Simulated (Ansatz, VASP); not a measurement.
Two plane-wave programs on GaN

```
CELL_PARAMETERS angstrom
3.18280 0.00000 0.00000
-1.59140 2.75639 0.00000
0.00000 0.00000 5.18520
ATOMIC_POSITIONS crystal
Ga 0.66667 0.33333 0.49917
Ga 0.33333 0.66667 0.99917
N 0.66667 0.33333 0.87583
N 0.33333 0.66667 0.37583
```

Alike in both runs: task single point; functional PBEsol; k mesh 9 × 9 × 6; occupations gaussian, width 0.02 eV; no spin polarisation.

```csv
,VASP,Ansatz
version,VASP 6.6.1,Ansatz 0.2.0
potentials or method,"VASP PAW PBE potentials, release 64 (Ga_d, N), cutoff 520 eV","scalar-relativistic, plane waves, PAW"
valence electrons in the cell,36,36
```

|  | VASP | Ansatz | Ansatz less VASP |
| --- | --- | --- | --- |
| gap on the k mesh at the Fermi level (eV) | 1.89 | 1.88 | -0.018 |
| least direct gap on the mesh (eV) | 1.89 | 1.88 | -0.018 |
| pressure (GPa) | -0.2 | 0.0 | +0.14 |

VASP's potentials were made for PBE, not for PBEsol. With one functional, cell and mesh, what is left measures potentials, basis and numerics.
